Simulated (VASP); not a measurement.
# MnO: single point with PBEsol

Crystal: MnO.

```
CELL_PARAMETERS angstrom
0.00000 2.22200 2.22200
2.22200 0.00000 2.22200
2.22200 2.22200 0.00000
ATOMIC_POSITIONS crystal
Mn 0.00000 0.00000 0.00000
O 0.50000 0.50000 0.50000
```

| Property | Result |
| --- | --- |
| Program | VASP 6.6.1 |
| Task | single point |
| Functional | PBEsol |
| Potentials or basis | VASP PAW PBE potentials, release 64 (Mn_pv, O) |
| Cutoff | 520 eV |
| k mesh | 7 × 7 × 7 |
| Occupations | fermi-dirac, width 0.03 eV |
| Spin | collinear spin, ferromagnetic start |
| Starting moments | [6.67, 0.0] μB |
| Fixed moment | 6.67 μB |

| Quantity | Value |
| --- | --- |
| Pressure | 57.2 GPa |
| Net moment | 6.67 μB per cell |
| Site moments | Mn +4.79; O +1.05 μB |
| Valence electrons inside the program's atomic spheres | Mn 11.43; O 4.85 |

Run time: 9.3 s on 1 thread of Intel(R) Xeon(R) Platinum 8488C (Sapphire Rapids), with other jobs on the host, peak memory 0.14 GiB.

Caveat: the PAW data sets were made with another functional, which shifts forces and pressure a little; the total moment is fixed, so each spin has its own Fermi level; a cell with one magnetic atom can't hold antiferromagnetic order, which such compounds often take.
